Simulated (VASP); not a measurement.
# Si (a cell with a defect) in VASP: notebook

Si (a cell with a defect) is run at these levels: PBE; tasks: single point.

Program: VASP 6.6.1. These are calculated values, not measurements. Logs are shortened: lines on timing, memory, paths and dates and some standing lists are left out, and cuts for length are marked.

## (1) The cell of the first run

The cell holds a defect, 17 atoms: a = 7.679 Å, b = 7.679 Å, c = 7.679 Å, α = 60.00°, β = 60.00°, γ = 60.00°.

## (2) Single point, PBE

The input, INCAR:

```
SYSTEM = Si
PREC     = Accurate       ! precision mode
ENCUT    = 400            ! plane-wave cutoff, eV
EDIFF    = 1E-6           ! SCF threshold, eV
ISMEAR   = 0              ! smearing method
SIGMA    = 0.05           ! smearing width, eV
LREAL    = .FALSE.        ! projectors in reciprocal space
LASPH    = .TRUE.         ! aspherical terms in the spheres
NELM     = 120            ! most SCF steps
ALGO     = Normal         ! electronic algorithm
ISIF     = 2              ! what is computed and relaxed
LWAVE    = .FALSE.        ! write WAVECAR
LCHARG   = .FALSE.        ! write CHGCAR
GGA      = PE             ! functional
NBANDS   = 48             ! bands
GGA_COMPAT= .FALSE.
```

The input, KPOINTS:

```
Automatic mesh
0
G
  2 2 2
  0 0 0
```

The input, POSCAR:

```
Si
1.0
    0.0000000000      5.4300000000      5.4300000000
    5.4300000000      0.0000000000      5.4300000000
    5.4300000000      5.4300000000      0.0000000000
Si
17
Direct
   -0.0042127072      0.0034401473      0.0034011050
    0.1252665746      0.1249352670      0.1249019337
   -0.0042126151      0.0034406077      0.4973770718
    0.1215465009      0.1319899632      0.6232361878
   -0.0042116022      0.4974104972      0.0034038674
    0.1215401473      0.6232895028      0.1319408840
   -0.0014770718      0.5005232965      0.5004805709
    0.1215392265      0.6232898711      0.6232384899
    0.4988596685      0.0004012891      0.0003720074
    0.6233066298      0.1249845304      0.1249395948
    0.5016777164      0.0034769797      0.4974257827
    0.6233068140      0.1249860037      0.6267736648
    0.5016694291      0.4974732965      0.0034281768
    0.6233080110      0.6268004604      0.1249496317
    0.5016680479      0.4974750460      0.4974371087
    0.6299767956      0.6233799263      0.6233261510
    0.2484697053      0.7505437385      0.7504973297
```

Potentials or basis: VASP PAW PBE potentials, release 64 (Si).

The run is started by

```bash
$ cat potpaw_PBE.64/Si/POTCAR > POTCAR
$ mpirun -np 1 vasp_std > vasp.out
```

OUTCAR:

```text
SYSTEM = Si
   PREC = Accurate
   ENCUT = 400
   EDIFF = 1E-6
   ISMEAR = 0
   LREAL = .FALSE.
   LASPH = .TRUE.
   NELM = 120
   ISIF = 2
   GGA = PE

 ion  position               nearest neighbor table
   1  0.996  0.003  0.003-   2 2.34  10 2.34   6 2.38   4 2.38  17 2.75
   2  0.125  0.125  0.125-   3 2.34   5 2.34   1 2.34   9 2.34
   3  0.996  0.003  0.497-   2 2.34  12 2.34   8 2.38   4 2.38  17 2.75
   4  0.122  0.132  0.623-   7 2.31  11 2.38   1 2.38   3 2.38  17 2.39
   5  0.996  0.497  0.003-   2 2.34  14 2.34   8 2.38   6 2.38  17 2.75
   6  0.122  0.623  0.132-   7 2.31  13 2.38   1 2.38   5 2.38  17 2.39
   7  0.999  0.501  0.500-   4 2.31   6 2.31   8 2.31  16 2.31
   8  0.122  0.623  0.623-   7 2.31  15 2.38   3 2.38   5 2.38  17 2.39
   9  0.499  0.000  0.000-   2 2.34  10 2.34  12 2.34  14 2.34
  10  0.623  0.125  0.125-   1 2.34  11 2.34  13 2.34   9 2.34
  11  0.502  0.003  0.497-  12 2.34  10 2.34  16 2.38   4 2.38  17 2.75
  12  0.623  0.125  0.627-   3 2.34  11 2.34  15 2.34   9 2.34
  13  0.502  0.497  0.003-  14 2.34  10 2.34  16 2.38   6 2.38  17 2.75
  14  0.623  0.627  0.125-   5 2.34  13 2.34  15 2.34   9 2.34
  15  0.502  0.497  0.497-  14 2.34  12 2.34  16 2.38   8 2.38  17 2.75
  16  0.630  0.623  0.623-   7 2.31  11 2.38  13 2.38  15 2.38  17 2.39
  17  0.248  0.751  0.750-   8 2.39   6 2.39   4 2.39  16 2.39   1 2.75   3 2.75   5 2.75  15 2.75
                            13 2.75  11 2.75

  LATTYP: Found a face centered cubic cell.
 ALAT       =    10.8600000000

  Lattice vectors:

 A1 = (   0.0000000000,   5.4300000000,   5.4300000000)
 A2 = (   5.4300000000,   0.0000000000,   5.4300000000)
 A3 = (   5.4300000000,   5.4300000000,   0.0000000000)

Analysis of symmetry for initial positions (statically):
=====================================================================
 Subroutine PRICEL returns:
 Original cell was already a primitive cell.

 Routine SETGRP: Setting up the symmetry group for a
 face centered cubic supercell.

 Subroutine GETGRP returns: Found  2 space group operations
 (whereof  1 operations were pure point group operations)
 out of a pool of 48 trial point group operations.

The static configuration has the point symmetry C_1 .
 The point group associated with its full space group is C_1h.

Analysis of symmetry for dynamics (positions and initial velocities):
=====================================================================
 Subroutine PRICEL returns:
 Original cell was already a primitive cell.

 Routine SETGRP: Setting up the symmetry group for a
 face centered cubic supercell.

 Subroutine GETGRP returns: Found  2 space group operations
 (whereof  1 operations were pure point group operations)
 out of a pool of 48 trial point group operations.

The dynamic configuration has the point symmetry C_1 .
 The point group associated with its full space group is C_1h.

 Subroutine INISYM returns: Found  2 space group operations
 (whereof  1 operations are pure point group operations),
 and found     1 'primitive' translations

----------------------------------------------------------------------------------------

                                     Primitive cell

  volume of cell :     320.2060

  direct lattice vectors                    reciprocal lattice vectors
     0.000000000  5.430000000  5.430000000    -0.092081031  0.092081031  0.092081031
     5.430000000  0.000000000  5.430000000     0.092081031 -0.092081031  0.092081031
     5.430000000  5.430000000  0.000000000     0.092081031  0.092081031 -0.092081031

  length of vectors
     7.679179644  7.679179644  7.679179644     0.159489025  0.159489025  0.159489025

  position of ions in fractional coordinates (direct lattice)
     0.995787293  0.003440147  0.003401105
     0.125266575  0.124935267  0.124901934
     0.995787385  0.003440608  0.497377072
     0.121546501  0.131989963  0.623236188
     0.995788398  0.497410497  0.003403867
     0.121540147  0.623289503  0.131940884
[... 9 lines left out ...]
     0.629976796  0.623379926  0.623326151
     0.248469705  0.750543738  0.750497330

  ion indices of the primitive-cell ions
   primitive index   ion index
                 1           1
                 2           2
                 3           3
                 4           4
                 5           5
                 6           6
[... 9 lines left out ...]
                16          16
                17          17

----------------------------------------------------------------------------------------

 KPOINTS: Automatic mesh

Automatic generation of k-mesh.
 Grid dimensions read from file:
 generate k-points for:    2    2    2

 Generating k-lattice:

  Cartesian coordinates                     Fractional coordinates (reciprocal lattice)
    -0.046040516  0.046040516  0.046040516     0.500000000  0.000000000  0.000000000
     0.046040516 -0.046040516  0.046040516     0.000000000  0.500000000  0.000000000
     0.046040516  0.046040516 -0.046040516     0.000000000  0.000000000  0.500000000

  Length of vectors
     0.079744512  0.079744512  0.079744512

  Shift w.r.t. Gamma in fractional coordinates (k-lattice)
     0.000000000  0.000000000  0.000000000

 Subroutine IBZKPT returns following result:
 ===========================================

 Found      6 irreducible k-points:

 Following reciprocal coordinates:
            Coordinates               Weight
  0.000000  0.000000  0.000000      1.000000
  0.500000  0.000000  0.000000      1.000000
  0.000000  0.500000  0.000000      1.000000
  0.000000  0.000000  0.500000      2.000000
  0.500000  0.500000  0.000000      1.000000
  0.000000  0.500000  0.500000      2.000000
   k-points           NKPTS =      6   k-points in BZ     NKDIM =      6   number of bands    NBANDS=     48
   number of dos      NEDOS =    301   number of ions     NIONS =     17
   total plane-waves  NPLWV = 125000
   dimension x,y,z NGX =    50 NGY =   50 NGZ =   50
   dimension x,y,z NGXF=   100 NGYF=  100 NGZF=  100
   ions per type =              17
   NGX,Y,Z   is equivalent  to a cutoff of  10.82, 10.82, 10.82 a.u.
   NGXF,Y,Z  is equivalent  to a cutoff of  21.65, 21.65, 21.65 a.u.
 SYSTEM =  Si
   PREC   = accura    normal or accurate (medium, high low for compatibility)
   ISTART =      0    job   : 0-new  1-cont  2-samecut
   ICHARG =      2    charge: 1-file 2-atom 10-const
   ISPIN  =      1    spin polarized calculation?
   LNONCOLLINEAR =      F non collinear calculations
   LSORBIT =      F    spin-orbit coupling
   LASPH  =      T    aspherical Exc in radial PAW
   ENCUT  =  400.0 eV  29.40 Ry    5.42 a.u.  12.52 12.52 12.52*2*pi/ulx,y,z
   NELM   =    120;   NELMIN=  2; NELMDL= -5     # of ELM steps
   EDIFF  = 0.1E-05   stopping-criterion for ELM
   LREAL  =      F    real-space projection
   EDIFFG = 0.1E-04   stopping-criterion for IOM
   NSW    =      0    number of steps for IOM
   IBRION =     -1    ionic relax: 0-MD 1-quasi-New 2-CG
   NFREE  =      0    steps in history (QN), initial steepest desc. (CG)
   ISIF   =      2    stress and relaxation
   ISYM   =      2    0-nonsym 1-usesym 2-fastsym
   POTIM  = 0.5000    time-step for ionic-motion
   TEBEG  =    0.0;   TEEND  =   0.0 temperature during run
   PSTRESS=    0.0 pullay stress
   NELECT =      68.0000    total number of electrons
   NUPDOWN=      -1.0000    fix difference up-down
   EMIN   =  10.00;   EMAX   =-10.00  energy-range for DOS
   EFERMI =   0.00;   METHOD = LEGACY
   ISMEAR =     0;   SIGMA  =   0.05  broadening in eV -4-tet -1-fermi 0-gaus
   EFERMI_NEDOS =   21; number of points for ismear=-14 and -15
   IALGO  =     38    algorithm
   IMIX   =      4    mixing-type and parameters
     AMIX     =   0.40;   BMIX     =  1.00
     AMIX_MAG =   1.60;   BMIX_MAG =  1.00
  volume/ion in A,a.u.               =      18.84       127.11
  Fermi-wavevector in a.u.,A,eV,Ry     =   0.976715  1.845724 12.979587  0.953973
  Thomas-Fermi vector in A             =   2.107356
   LORBIT       =      0    0 simple, 1 ext, 2 COOP (PROOUT), +10 PAW based schemes
   GGA     = PE    functional components
   LHFCALC =     F    Hartree Fock is set to
   AEXX    =    0.0000 exact exchange contribution
   IVDW    =     0    specifies the selected vdW correction
   LEPSILON=     F    determine dielectric tensor
   LRPA    =     F    only Hartree local field effects (RPA)
 non-spin polarized calculation
 Gauss-broadening in eV      SIGMA  =   0.05
  energy-cutoff  :      400.00
  volume of cell :      320.21
 maximum number of plane-waves:      5817
   NGX = 25   NGY = 25   NGZ = 25

 number of electron      67.9999997 magnetization

 Free energy of the ion-electron system (eV)
  ---------------------------------------------------
  ext. energy  EPLUGINS =         0.00000000
  ---------------------------------------------------
  free energy    TOTEN  =       -87.98551692 eV

  energy without entropy =      -87.97553608  energy(sigma->0) =      -87.98052650

 E-fermi :   6.9108     XC(G=0):  -9.6744

 val. band max:        6.6730992521   @ k =   0.0000   0.0000   0.0000
 cond. band min:       6.9265358827   @ k =   0.5000   0.5000   0.0000
 fundamental gap:      0.2534366306
 Fermi energy:         6.9107639250

 k-point     1 :       0.0000    0.0000    0.0000
  band No.  band energies     occupation
      1      -6.3190      2.00000
      2      -3.7733      2.00000
      3      -3.6280      2.00000
      4      -3.6279      2.00000
      5      -3.6276      2.00000
      6      -2.8089      2.00000
[... 38 lines left out ...]
     45       8.1201      0.00000
     46       9.0644      0.00000

 k-point     2 :       0.5000    0.0000    0.0000
  band No.  band energies     occupation
      1      -5.9181      2.00000
      2      -4.9538      2.00000
      3      -3.5732      2.00000
      4      -3.4277      2.00000
      5      -3.4275      2.00000
      6      -2.9545      2.00000
[... 38 lines left out ...]
     45       9.8144      0.00000
     46       9.9600      0.00000

 k-point     3 :       0.0000    0.5000    0.0000
  band No.  band energies     occupation
      1      -5.9179      2.00000
      2      -4.9541      2.00000
      3      -3.5736      2.00000
      4      -3.4278      2.00000
      5      -3.4270      2.00000
      6      -2.9543      2.00000
[... 38 lines left out ...]
     45       9.8139      0.00000
     46       9.9590      0.00000

 k-point     4 :       0.0000    0.0000    0.5000
  band No.  band energies     occupation
      1      -5.9179      2.00000
      2      -4.9542      2.00000
      3      -3.5736      2.00000
      4      -3.4277      2.00000
      5      -3.4270      2.00000
      6      -2.9543      2.00000
[... 38 lines left out ...]
     45       9.8139      0.00000
     46       9.9590      0.00000

 k-point     5 :       0.5000    0.5000    0.0000
  band No.  band energies     occupation
      1      -5.7845      2.00000
      2      -4.7245      2.00000
      3      -3.9859      2.00000
      4      -3.8776      2.00000
      5      -3.8773      2.00000
      6      -3.6303      2.00000
[... 38 lines left out ...]
     45      10.1243      0.00000
     46      10.1254      0.00000

 k-point     6 :       0.0000    0.5000    0.5000
  band No.  band energies     occupation
      1      -5.7845      2.00000
      2      -4.7246      2.00000
      3      -3.9859      2.00000
      4      -3.8775      2.00000
      5      -3.8774      2.00000
      6      -3.6303      2.00000
[... 38 lines left out ...]
     45      10.1244      0.00000
     46      10.1254      0.00000
 [bands above 46 left out]

------------------------ aborting loop because EDIFF is reached ----------------------------------------

  FORCE on cell =-STRESS in cart. coord.  units (eV):
  Direction    XX          YY          ZZ          XY          YZ          ZX
  --------------------------------------------------------------------------------------
  -------------------------------------------------------------------------------------
  Total       10.6591086     10.6591086     10.6589284      0.0000462     -0.0022268      0.0022267
  in kB       53.3337333     53.3337333     53.3328314      0.0002311     -0.0111418      0.0111417
  external PRESSURE =      53.3334327 kB  Pullay stress =       0.0000000 kB

 VOLUME and BASIS-vectors are now :
 -----------------------------------------------------------------------------
  energy-cutoff  :      400.00
  volume of cell :      320.21
      direct lattice vectors                 reciprocal lattice vectors
     0.000000000  5.430000000  5.430000000    -0.092081031  0.092081031  0.092081031
     5.430000000  0.000000000  5.430000000     0.092081031 -0.092081031  0.092081031
     5.430000000  5.430000000  0.000000000     0.092081031  0.092081031 -0.092081031

 POSITION                                       TOTAL-FORCE (eV/Angst)
 -----------------------------------------------------------------------------------
      0.03715      5.42559      5.42580         0.000071     -0.000836     -0.000061
      1.35662      1.35842      1.35860         0.001690     -0.001690     -0.001609
      2.71944      8.10788      5.42581         0.000836     -0.000071     -0.000061
      4.10088      4.04417      1.37670        -0.001682      0.001682     -0.001678
      2.71942      5.42561      8.10807         0.000520     -0.000520      0.000406
      4.10090      1.37640      4.04443        -0.001825     -0.001032      0.000916
[... 9 lines left out ...]
      6.76961      6.80544      6.80573         0.000105     -0.000105     -0.000436
      8.15065      5.42439      5.42464        -0.001037      0.001037      0.001196
 -----------------------------------------------------------------------------------
    total drift:                               -0.002755     -0.002598      0.000616

  FREE ENERGIE OF THE ION-ELECTRON SYSTEM (eV)
  ---------------------------------------------------
  free  energy   TOTEN  =       -87.9855169182 eV

  energy  without entropy=      -87.9755360840  energy(sigma->0) =      -87.98052650
```

It took 1.7 min on 1 thread of Intel Xeon 6975P-C, shared host; peak memory 0.34 GiB.

Results:

```
Free energy            : -87.9855 eV
Pressure               : 5.3 GPa
Band gap on the k mesh : zero (band 34 reaches 6.93 eV, above the bottom of band 35 at 6.67 eV)
```

Forces in eV/Å, atoms in the order of the input:
```
Si   0.000 -0.001  0.000
Si   0.002 -0.002 -0.002
Si   0.001  0.000  0.000
Si  -0.002  0.002 -0.002
Si   0.001 -0.001  0.000
Si  -0.002 -0.001  0.001
Si   0.000  0.000  0.000
Si   0.001  0.002  0.001
Si   0.000  0.000  0.000
Si   0.002  0.001  0.001
Si   0.000  0.000  0.000
Si  -0.001 -0.002  0.001
Si   0.000  0.000  0.000
Si  -0.001  0.001 -0.002
Si   0.000  0.000  0.000
Si   0.000  0.000  0.000
Si  -0.001  0.001  0.001
```

Caveat: the k points lie up to 0.50 Å⁻¹ apart.

## (3) Single point, PBE

The input, INCAR:

```
ALGO = Normal
EDIFF = 1E-6
ENCUT = 400
GGA = PE
GGA_COMPAT = False
ISIF = 2
ISMEAR = 0
LASPH = True
LCHARG = False
LREAL = False
LWAVE = False
NBANDS = 48
NELM = 120
PREC = Accurate
SIGMA = 0.05
```

The input, KPOINTS:

```
k-points
0
Gamma
  2 2 2
```

The input, POSCAR:

```
Si
1.0
    0.0000000000      5.4300000000      5.4300000000
    5.4300000000      0.0000000000      5.4300000000
    5.4300000000      5.4300000000      0.0000000000
Si
17
Direct
    0.0010425414     -0.0010178637     -0.0001828729
    0.1229044199      0.1282268877      0.1209677716
   -0.0044639963      0.0019196133      0.5011113260
    0.1228654696      0.1281919890      0.6276035912
    0.0008724678      0.5005313996     -0.0002899632
    0.1250573665      0.6251030387      0.1248426335
    0.0008116943      0.5004711786      0.4987347145
    0.1226337017      0.6219232044      0.6275944751
    0.5030948435      0.0026044199     -0.0076325967
    0.6287881215      0.1286531308      0.1210765193
    0.5030616022      0.0026166667      0.5016161142
    0.6268758748      0.1252664825      0.6237675875
    0.4989072744      0.5008606814     -0.0000643646
    0.6285281768      0.6223254144      0.1210979742
    0.5027516575      0.4939017495      0.5015021179
    0.6284562615      0.6223332413      0.6276964088
    0.3770113260      0.8752967772      0.3736523941
```

Potentials or basis: VASP PAW PBE potentials, release 64 (Si).

The run is started by

```bash
$ cat potpaw_PBE.64/Si/POTCAR > POTCAR
$ mpirun -np 1 vasp_std > vasp.out
```

It took 2.1 min on 1 thread of Intel Xeon 6975P-C, shared host; peak memory 0.34 GiB.

It converged, with:

```yaml
Free_energy: -87.9852 eV
Pressure: 5.3 GPa
Largest_force: 0.033 eV/Å
Band_gap_on_the_k_mesh: zero (band 34 reaches 6.93 eV, above the bottom of band 35 at 6.68 eV)
```

Forces in eV/Å, atoms in the order of the input:
```
Si  -0.014  0.017 -0.017
Si   0.004  0.018  0.000
Si   0.010 -0.012 -0.008
Si  -0.020 -0.003  0.002
Si   0.023  0.021  0.008
Si  -0.001  0.000  0.004
Si  -0.020 -0.024  0.010
Si  -0.002  0.001  0.031
Si   0.002  0.001  0.003
Si   0.000  0.005 -0.024
Si  -0.004 -0.005  0.004
Si  -0.001 -0.001  0.002
Si   0.016 -0.015 -0.014
Si   0.016  0.009 -0.001
Si  -0.004  0.001  0.001
Si  -0.007 -0.013  0.002
Si   0.002  0.000 -0.003
```

Levels at points of the mesh, in eV from the Fermi level:
```csv
k point,band 31,band 32,band 33,band 34,band 35,band 36,band 37,band 38
"(0.00, 0.00, 0.00)",-0.82,-0.82,-0.82,-0.24,-0.23,-0.23,0.09,0.09
"(0.50, 0.00, 0.00)",-1.58,-1.43,-1.43,-0.35,0.53,0.54,0.90,0.90
"(0.00, 0.50, 0.00)",-1.57,-1.43,-1.43,-0.35,0.53,0.54,0.90,0.90
"(0.00, 0.00, 0.50)",-1.57,-1.43,-1.43,-0.35,0.54,0.55,0.90,0.90
"(0.50, 0.50, 0.50)",-1.57,-1.43,-1.43,-0.35,0.54,0.55,0.90,0.90
"(0.50, 0.50, 0.00)",-2.02,-1.89,-0.99,0.02,0.72,1.02,1.03,1.14
"(0.00, 0.50, 0.50)",-2.02,-1.89,-0.99,0.02,0.72,1.02,1.03,1.15
"(0.50, 0.00, 0.50)",-2.02,-1.89,-0.99,0.02,0.72,1.02,1.03,1.15
```

Caveat: the k points lie up to 0.50 Å⁻¹ apart.

[end of part 1 of 2]
